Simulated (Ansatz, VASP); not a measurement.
Two plane-wave programs on Zn

```
CELL_PARAMETERS angstrom
2.45161 0.00000 0.00000
-1.22581 2.12316 0.00000
0.00000 0.00000 4.94670
ATOMIC_POSITIONS crystal
Zn 0.33333 0.66667 0.25000
Zn 0.66667 0.33333 0.75000
```

Change from the starting cell: strain -0.080 along x and y, +0.000 along z, atoms carried along.

Alike in both runs: task single point; functional PBEsol; k mesh 24 × 24 × 10; occupations gaussian, width 0.15 eV; no spin polarisation.

```csv
,VASP,Ansatz
version,VASP 6.6.1,Ansatz 0.2.0
potentials or method,"VASP PAW PBE potentials, release 64 (Zn), cutoff 520 eV","scalar-relativistic, plane waves, PAW"
valence electrons in the cell,24,24
```

VASP gave:

```
gap on the k mesh at the Fermi level (eV)                     : none
pressure (GPa)                                                : 17.0
traceless stress, the component that is largest in VASP (GPa) : -11.16
```

Task: Which values does Ansatz return?

Result: gap on the k mesh at the Fermi level (eV): none; pressure (GPa): 15.8; traceless stress, the component that is largest in VASP (GPa): -10.83.

VASP's potentials were made for PBE, not for PBEsol. A gap of «none» marks a metal or a gap that the smearing closes.
